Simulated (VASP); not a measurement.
# Cs2Cu (Fd-3m) in VASP: a series of runs, part 2 of 2

VASP 6.6.1. The steps go on from the part before.

## (3) Single point, PBE

This run uses another cell than the first one, of 65.52 Å³/atom.

The input, INCAR:

```
SYSTEM = Cs2Cu
ALGO = Fast ; EDIFF = 1E-6
ENCUT = 520 ; GGA = PE
ISIF = 2 ; ISMEAR = 0
LASPH = .TRUE. ; LCHARG = .FALSE.
LREAL = .FALSE. ; LWAVE = .FALSE.
NBANDS = 38 ; NELM = 100
PREC = Accurate ; SIGMA = 0.1
```

The input, KPOINTS:

```
k-points
0
G
  4 4 4
  0 0 0
```

The input, POSCAR:

```
Cs2Cu
1.0
    0.0000000000      5.8144427401      5.8144427401
    5.8144427401      0.0000000000      5.8144427401
    5.8144427401      5.8144427401      0.0000000000
Cs Cu
4 2
Direct
    0.6250000000      0.6250000000      0.6250000000
    0.1250000000      0.6250000000      0.6250000000
    0.6250000000      0.6250000000      0.1250000000
    0.6250000000      0.1250000000      0.6250000000
    0.0000000000      0.0000000000      0.0000000000
    0.2500000000      0.2500000000      0.2500000000
```

Potentials or basis: VASP PAW PBE potentials, release 64 (Cs_sv, Cu).

Run with:

```
> cat potpaw_PBE.64/Cs_sv/POTCAR potpaw_PBE.64/Cu/POTCAR > POTCAR
> mpirun -np 1 vasp_std > vasp.out
```

OUTCAR:

```text
SYSTEM = Cs2Cu
   EDIFF = 1E-6
   ENCUT = 520
   GGA = PE
   ISIF = 2
   ISMEAR = 0
   LASPH = .TRUE.
   LREAL = .FALSE.
   NELM = 100
   PREC = Accurate

 ion  position               nearest neighbor table
   1  0.625  0.625  0.625-
   2  0.125  0.625  0.625-
   3  0.625  0.625  0.125-
   4  0.625  0.125  0.625-
   5  0.000  0.000  0.000-
   6  0.250  0.250  0.250-

  LATTYP: Found a face centered cubic cell.
 ALAT       =    11.6288854802

  Lattice vectors:

 A1 = (   0.0000000000,   5.8144427401,   5.8144427401)
 A2 = (   5.8144427401,   0.0000000000,   5.8144427401)
 A3 = (   5.8144427401,   5.8144427401,   0.0000000000)

Analysis of symmetry for initial positions (statically):
=====================================================================
 Subroutine PRICEL returns:
 Original cell was already a primitive cell.

 Routine SETGRP: Setting up the symmetry group for a
 face centered cubic supercell.

 Subroutine GETGRP returns: Found 48 space group operations
 (whereof 24 operations were pure point group operations)
 out of a pool of 48 trial point group operations.

The static configuration has the point symmetry T_d .
 The point group associated with its full space group is O_h .

Analysis of symmetry for dynamics (positions and initial velocities):
=====================================================================
 Subroutine PRICEL returns:
 Original cell was already a primitive cell.

 Routine SETGRP: Setting up the symmetry group for a
 face centered cubic supercell.

 Subroutine GETGRP returns: Found 48 space group operations
 (whereof 24 operations were pure point group operations)
 out of a pool of 48 trial point group operations.

The dynamic configuration has the point symmetry T_d .
[... 110 lines left out ...]
     AMIX     =   0.40;   BMIX     =  1.00
     AMIX_MAG =   1.60;   BMIX_MAG =  1.00
  volume/ion in A,a.u.               =      65.52       442.18
  Fermi-wavevector in a.u.,A,eV,Ry     =   0.865033  1.634676 10.180999  0.748282
  Thomas-Fermi vector in A             =   1.983217
   LORBIT       =      0    0 simple, 1 ext, 2 COOP (PROOUT), +10 PAW based schemes
   GGA     = PE    functional components
   LHFCALC =     F    Hartree Fock is set to
   AEXX    =    0.0000 exact exchange contribution
   IVDW    =     0    specifies the selected vdW correction
   LEPSILON=     F    determine dielectric tensor
   LRPA    =     F    only Hartree local field effects (RPA)
 non-spin polarized calculation
 RMM-DIIS sequential band-by-band and
 Gauss-broadening in eV      SIGMA  =   0.10
  energy-cutoff  :      520.00
  volume of cell :      393.15
 maximum number of plane-waves:     10657
 NGX is ok and might be reduce to    64
   NGX = 31   NGY = 31   NGZ = 31

 number of electron      57.9999994 magnetization

 Free energy of the ion-electron system (eV)
  ---------------------------------------------------
  ext. energy  EPLUGINS =         0.00000000
  ---------------------------------------------------
  free energy    TOTEN  =        -6.56923551 eV

  energy without entropy =       -6.56078181  energy(sigma->0) =       -6.56500866

 E-fermi :   1.1972     XC(G=0):  -6.4376

 val. band max:        1.1495957948   @ k =  -0.2500   0.5000   0.2500
 cond. band min:       1.4305373275   @ k =   0.5000   0.5000   0.0000
 fundamental gap:      0.2809415327
 Fermi energy:         1.1972306774

 k-point     1 :       0.0000    0.0000    0.0000
  band No.  band energies     occupation
      1     -22.9898      2.00000
      2     -22.8478      2.00000
      3     -22.8478      2.00000
      4     -22.8478      2.00000
      5     -10.6495      2.00000
      6     -10.0480      2.00000
[... 317 lines left out ...]
     37       2.9328      0.00000
     38       2.9333      0.00000

------------------------ aborting loop because EDIFF is reached ----------------------------------------

  FORCE on cell =-STRESS in cart. coord.  units (eV):
  Direction    XX          YY          ZZ          XY          YZ          ZX
  --------------------------------------------------------------------------------------
  -------------------------------------------------------------------------------------
  Total        0.4134062      0.4134062      0.4134062      0.0000000      0.0000000     -0.0000000
  in kB        1.6847414      1.6847414      1.6847414      0.0000000      0.0000000     -0.0000000
  external PRESSURE =       1.6847414 kB  Pullay stress =       0.0000000 kB

 VOLUME and BASIS-vectors are now :
 -----------------------------------------------------------------------------
  energy-cutoff  :      520.00
  volume of cell :      393.15
      direct lattice vectors                 reciprocal lattice vectors
     0.000000000  5.814442740  5.814442740    -0.085992764  0.085992764  0.085992764
     5.814442740  0.000000000  5.814442740     0.085992764 -0.085992764  0.085992764
     5.814442740  5.814442740  0.000000000     0.085992764  0.085992764 -0.085992764

 POSITION                                       TOTAL-FORCE (eV/Angst)
 -----------------------------------------------------------------------------------
      7.26805      7.26805      7.26805        -0.000000     -0.000000     -0.000000
      7.26805      4.36083      4.36083        -0.000000     -0.000000     -0.000000
      4.36083      4.36083      7.26805        -0.000000     -0.000000     -0.000000
      4.36083      7.26805      4.36083        -0.000000     -0.000000     -0.000000
      0.00000      0.00000      0.00000         0.000000      0.000000      0.000000
      2.90722      2.90722      2.90722        -0.000000     -0.000000     -0.000000
 -----------------------------------------------------------------------------------
    total drift:                               -0.000000      0.000000     -0.000000

  FREE ENERGIE OF THE ION-ELECTRON SYSTEM (eV)
  ---------------------------------------------------
  free  energy   TOTEN  =        -6.5692355076 eV

  energy  without entropy=       -6.5607818109  energy(sigma->0) =       -6.56500866
```

OSZICAR:

```text
N       E                     dE             d eps       ncg     rms          rms(c)
DAV:   1     0.543771693125E+03    0.54377E+03   -0.20241E+04   608   0.126E+03
DAV:   2     0.814439918869E+02   -0.46233E+03   -0.44301E+03   712   0.284E+02
DAV:   3    -0.851045387708E+00   -0.82295E+02   -0.80896E+02   832   0.133E+02
DAV:   4    -0.678943220718E+01   -0.59384E+01   -0.59048E+01   842   0.416E+01
DAV:   5    -0.691246311146E+01   -0.12303E+00   -0.12276E+00   882   0.538E+00    0.265E+00
RMM:   6    -0.665606062022E+01    0.25640E+00   -0.62975E-01   883   0.682E+00    0.101E+00
RMM:   7    -0.657254287296E+01    0.83518E-01   -0.31948E-01   834   0.337E+00    0.971E-01
RMM:   8    -0.656069567669E+01    0.11847E-01   -0.20835E-01   893   0.319E+00    0.352E-01
RMM:   9    -0.656743894831E+01   -0.67433E-02   -0.36003E-02   851   0.742E-01    0.624E-02
RMM:  10    -0.656894726735E+01   -0.15083E-02   -0.11883E-02  1002   0.287E-01    0.395E-02
RMM:  11    -0.656911931259E+01   -0.17205E-03   -0.25588E-03   934   0.111E-01    0.118E-02
RMM:  12    -0.656919841579E+01   -0.79103E-04   -0.89315E-04   937   0.773E-02    0.877E-03
RMM:  13    -0.656922137422E+01   -0.22958E-04   -0.25848E-04   793   0.440E-02    0.258E-03
RMM:  14    -0.656923212160E+01   -0.10747E-04   -0.12037E-04   763   0.232E-02    0.135E-03
RMM:  15    -0.656923542531E+01   -0.33037E-05   -0.41284E-05   689   0.121E-02    0.735E-04
RMM:  16    -0.656923619158E+01   -0.76627E-06   -0.15009E-05   602   0.104E-02    0.934E-04
RMM:  17    -0.656923550763E+01    0.68394E-06   -0.10492E-06   551   0.111E-02
   1 F= -.65692355E+01 E0= -.65650087E+01  d E =-.845370E-02
```

It took 2.1 min on 1 thread of Intel Xeon 6975P-C (Granite Rapids), shared host; peak memory 0.61 GiB.

What came out:

- Free energy: -6.5692 eV
- Pressure: 0.2 GPa
- Band gap on the k mesh: zero (bands 29 and 30 overlap by 0.28 eV)

Caveat: spin-orbit coupling is left out, which moves the levels of the heavy elements.

## (4) Single point, PBE

This run uses another cell than the first one, of 70.03 Å³/atom.

The input, INCAR:

```
SYSTEM = Cs2Cu
  PREC = Accurate
  ENCUT = 520
  EDIFF = 1E-6
  ISMEAR = 0
  SIGMA = 0.1
  LREAL = .False.
  LASPH = .True.
  NELM = 100
  ALGO = Fast
  ISIF = 2
  LWAVE = .False.
  LCHARG = .False.
  GGA = PE
  NBANDS = 38
```

The input, KPOINTS:

```
Automatic mesh
0
Gamma
  6 6 6
  0 0 0
```

The input, POSCAR:

```
Cs2Cu
1.0
    0.0000000000      5.9446924057      5.9446924057
    5.9446924057      0.0000000000      5.9446924057
    5.9446924057      5.9446924057      0.0000000000
Cs Cu
4 2
Direct
    0.1250000000      0.1250000000      0.1250000000
    0.6250000000      0.1250000000      0.1250000000
    0.1250000000      0.1250000000      0.6250000000
    0.1250000000      0.6250000000      0.1250000000
    0.5000000000      0.5000000000      0.5000000000
    0.7500000000      0.7500000000      0.7500000000
```

Run with:

```
> cat potpaw_PBE.64/Cs_sv/POTCAR potpaw_PBE.64/Cu/POTCAR > POTCAR
> mpirun -np 1 vasp_std > vasp.out
```

It took 15 min on 1 thread of Intel Xeon 6975P-C (Granite Rapids), shared host; peak memory 0.66 GiB.

It converged, with:

```yaml
Free_energy: -6.4525 eV
Pressure: -0.5 GPa
Band_gap_on_the_k_mesh: zero (bands 29 and 30 overlap by 0.63 eV)
```

Levels at points of the mesh, in eV from the Fermi level:
```tsv
k point	band 25	band 26	band 27	band 28	band 29	band 30	band 31	band 32	band 33	band 34
(0.00, 0.00, 0.00)	-1.41	-1.40	-1.40	-0.99	0.27	0.27	0.27	0.35	0.56	0.56
(0.50, 0.00, 0.00)	-1.41	-1.41	-1.41	-1.39	-0.75	0.47	0.75	0.75	0.83	0.83
(0.50, 0.50, 0.00)	-1.40	-1.40	-1.39	-1.39	-0.03	-0.03	0.44	0.44	1.11	1.11
```

Caveat: spin-orbit coupling is left out, which moves the levels of the heavy elements.

## (5) Relaxation of cell and atoms, PBE

The input, INCAR:

```
SYSTEM = Cs2Cu
PREC = Accurate ; ENCUT = 600
EDIFF = 1E-7 ; ISMEAR = 0
SIGMA = 0.1 ; LREAL = .FALSE.
LASPH = .TRUE. ; NELM = 60
ALGO = Fast ; ISIF = 3
LWAVE = .FALSE. ; LCHARG = .FALSE.
GGA = PE ; IBRION = 2
NSW = 90 ; EDIFFG = -0.04
```

The input, KPOINTS:

```
regular mesh
0
G
  4 4 4
  0 0 0
```

The input, POSCAR:

```
Cs2Cu
1.0
    0.0000000000      4.7116793964      4.7116793964
    4.7116793964      0.0000000000      4.7116793964
    4.7116793964      4.7116793964      0.0000000000
Cs Cu
4 2
Direct
    0.6250000000      0.6250000000      0.6250000000
    0.1250000000      0.6250000000      0.6250000000
    0.6250000000      0.6250000000      0.1250000000
    0.6250000000      0.1250000000      0.6250000000
    0.0000000000      0.0000000000      0.0000000000
    0.2500000000      0.2500000000      0.2500000000
```

Run with:

```
> cat potpaw_PBE.64/Cs_sv/POTCAR potpaw_PBE.64/Cu/POTCAR > POTCAR
> mpirun -np 1 vasp_std > vasp.out
```

It took 15 min on 1 thread of Intel Xeon 6975P-C (Granite Rapids), shared host; peak memory 0.46 GiB.

The run converged. Its results:

```
Free energy                           : -6.5219 eV
Relaxed volume                        : 70.32 Å³/atom
Relaxed cell                          : a = 8.419 Å, b = 8.419 Å, c = 8.419 Å, α = 60.00°, β = 60.00°, γ = 60.00°
Space group after relaxing (to 0.1 Å) : Fd-3m (No. 227)
Energy gained by relaxing             : 295.8 meV/atom
Ionic steps                           : 6
Pressure after relaxing               : -0.1 GPa
Band gap on the k mesh                : zero (bands 29 and 30 overlap by 0.24 eV)
```

Step by step:
| step | energy change (eV) | largest force (eV/Å) | pressure (GPa) | volume (Å³) |
| --- | --- | --- | --- | --- |
| 1 | 0.0000 | 0.0000 | 5.22 | 209.20 |
| 2 | -0.7917 | 0.0000 | 2.18 | 245.50 |
| 3 | -1.2474 | 0.0000 | 1.67 | 284.02 |
| 4 | -1.7178 | 0.0000 | 0.23 | 372.73 |
| 5 | -1.7705 | 0.0000 | 0.11 | 394.60 |
| 6 | -1.7751 | 0.0000 | -0.06 | 421.90 |

Final structure:
```
Cs Cu
1.0
     0.00000    5.95289    5.95289
     5.95289    0.00000    5.95289
     5.95289    5.95289    0.00000
Cs Cu
4 2
Cartesian
  7.4411 7.4411 7.4411
  7.4411 4.4647 4.4647
  4.4647 4.4647 7.4411
  4.4647 7.4411 4.4647
  5.9529 5.9529 11.9058
  2.9764 2.9764 2.9764
```

Levels at points of the mesh, in eV from the Fermi level:
| k point | band 27 | band 28 | band 29 | band 30 | band 31 | band 32 |
| --- | --- | --- | --- | --- | --- | --- |
| (0.00, 0.00, 0.00) | -1.17 | -0.76 | -0.66 | 0.51 | 0.51 | 0.51 |
| (0.50, 0.00, 0.00) | -1.17 | -1.15 | -0.53 | 0.70 | 0.97 | 0.97 |
| (0.50, 0.50, 0.00) | -1.15 | -1.15 | 0.19 | 0.19 | 0.67 | 0.67 |

Caveat: the volume moved by over 15 % at a fixed basis, so the end points are rough; spin-orbit coupling is left out, which moves the levels of the heavy elements.

## (6) Summary

```tsv
task	cell	k mesh	cutoff (eV)	gap on the mesh (eV)	pressure (GPa)
single point	a = 6.663 Å, angles 60.0°, 6 atoms	4 × 4 × 4	520	none	5.2
single point	a = 8.223 Å, angles 60.0°, 6 atoms	4 × 4 × 4	520	none	0.2
single point	a = 8.407 Å, angles 60.0°, 6 atoms	6 × 6 × 6	520	none	-0.5
relaxation of cell and atoms	relaxed from a = 6.663 Å, angles 60.0°, 6 atoms	4 × 4 × 4	600	none	-0.1
```

Alike in all rows: level PBE; potentials or basis VASP PAW PBE potentials, release 64 (Cs_sv, Cu); no spin polarisation; smearing gaussian 0.1 eV.

Caveats: spin-orbit coupling is left out, which moves the levels of the heavy elements; the cell stands under pressure (at least some runs); the volume moved by over 15 % at a fixed basis, so the end points are rough (at least some runs).

Total energies depend on the potentials used, so only differences within one code and one set of settings carry meaning.

The gap in the log of VASP goes by the Fermi energy; the results here count the filled bands.